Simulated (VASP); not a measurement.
NbAs, 2 atoms in the cell. The structure is cubic, space group Fm-3m (No. 225). Conventional cell: a = 5.276 Å, b = 5.276 Å, c = 5.276 Å, α = 90.00°, β = 90.00°, γ = 90.00°. Within 3.5 Å of Nb (site symmetry m-3m) lie 6 As at 2.64 Å. As (site symmetry m-3m) has 6 Nb at 2.64 Å within 3.5 Å. 

| Quantity | Value |
| --- | --- |
| Program | VASP 6.6.1 |
| Task | single point |
| Functional | PBE |
| Potentials or basis | VASP PAW PBE potentials, release 64 (Nb_sv, As) |
| Cutoff | 520 eV |
| k mesh | 12 × 12 × 12 |
| Occupations | gaussian, width 0.05 eV |
| Spin | no spin polarisation |
| Dipole correction | no |
| Further INCAR settings | ALGO = Normal; EDIFF = 1e-06; NBANDS = 16 |

Potentials or basis: VASP PAW PBE potentials, release 64 (Nb_sv, As).

The run is started by

```sh
$ cat potpaw_PBE.64/Nb_sv/POTCAR potpaw_PBE.64/As/POTCAR > POTCAR
$ mpirun -np 1 vasp_std > vasp.out
```

Hardware: 1 thread of Intel(R) Xeon(R) 6975P-C (Granite Rapids), on a shared host.

Estimate the wall time of this run.

It took 18 s on 1 thread of Intel(R) Xeon(R) 6975P-C (Granite Rapids), on a shared host, peak memory 0.18 GiB. Counts: scf iterations 13, k points 72.
